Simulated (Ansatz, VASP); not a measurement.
## C in VASP and in Ansatz

The input INCAR:

```
ALGO     = Normal         # electronic algorithm
DIPOL    = 0.5 0.5 0.500
EDIFF    = 1E-6           # SCF threshold, eV
ENCUT    = 520            # plane-wave cutoff, eV
GGA      = PE             # functional
IDIPOL   = 3            
ISIF     = 2              # what is computed and relaxed
ISMEAR   = 0              # smearing method
IVDW     = 12             # dispersion correction
LASPH    = True           # aspherical terms in the spheres
LCHARG   = True           # write CHGCAR
LDIPOL   = True         
LELF     = True           # ELF
LREAL    = False          # projectors in reciprocal space
LVACPOTAV= True         
LVHAR    = True         
LWAVE    = False          # write WAVECAR
NBANDS   = 16             # bands
NELM     = 100            # most SCF steps
PREC     = Accurate       # precision mode
SIGMA    = 0.1            # smearing width, eV
```

KPOINTS

```
k-points
0
Gamma
  9 9 1
```

File POSCAR:

```
C
1.0
    2.4652993205      0.0000000000      0.0000000000
   -1.2326496602      2.1350118395      0.0000000000
    0.0000000000      0.0000000000     32.7441729557
C
4
Direct
    0.0000000000      0.0000000000      0.4480190564
    0.6666666667      0.3333333333      0.4480059360
    0.0000000000      0.0000000000      0.5519809436
    0.3333333333      0.6666666667      0.5519940640
```

Input for Ansatz:

```yaml
crystal:
  lattice:
    - [2.4652993205, 0.0, 0.0]
    - [-1.2326496602, 2.1350118395, 0.0]
    - [0.0, 0.0, 32.7441729557]
  atoms:
    - { symbol: C, position: [0.0, 0.0, 0.4480190564] }
    - { symbol: C, position: [0.6666666667, 0.3333333333, 0.448005936] }
    - { symbol: C, position: [0.0, 0.0, 0.5519809436] }
    - { symbol: C, position: [0.3333333333, 0.6666666667, 0.551994064] }
  periodic: [true, true, false]
basis:
  ecutwfc: 420
kpoints:
  mp_grid: { grid: [9, 9, 1] }
  band_path:
    path: [[0.0, 0.0, 0.0], [0.5, 0.0, 0.0], [0.3333333333, 0.3333333333, 0.0]]
    npoints: 1
hamiltonian:
  xc: pbe
  dispersion: d3bj
scf:
  occupations: { method: gaussian, width: 0.1 }
  n_extra_bands: 6
output:
  forces: true
  stress: true
  eigenvalues: true
```

Alike in both runs: task single point; functional PBE; dispersion D3(BJ); k mesh 9 × 9 × 1; occupations gaussian, width 0.1 eV; no spin polarisation.

```csv
,VASP,Ansatz
version,VASP 6.6.1,Ansatz 0.2.0
potentials or method,"VASP PAW PBE potentials, release 64 (C), cutoff 520 eV","scalar-relativistic, plane waves, PAW"
valence electrons in the cell,16,16
```

|  | VASP | Ansatz | Ansatz less VASP |
| --- | --- | --- | --- |
| gap on the k mesh at the Fermi level (eV) | none | none | - |
| rms of the force components (eV/Å) | 0.008 | 0.008 | 0.0000 |
| work function, face that differs most (eV) | 4.27 | 4.27 | 0.000 |

Atom by atom the forces differ by 0.000 eV/Å (rms over components). A gap of «none» marks a metal or a gap that the smearing closes.
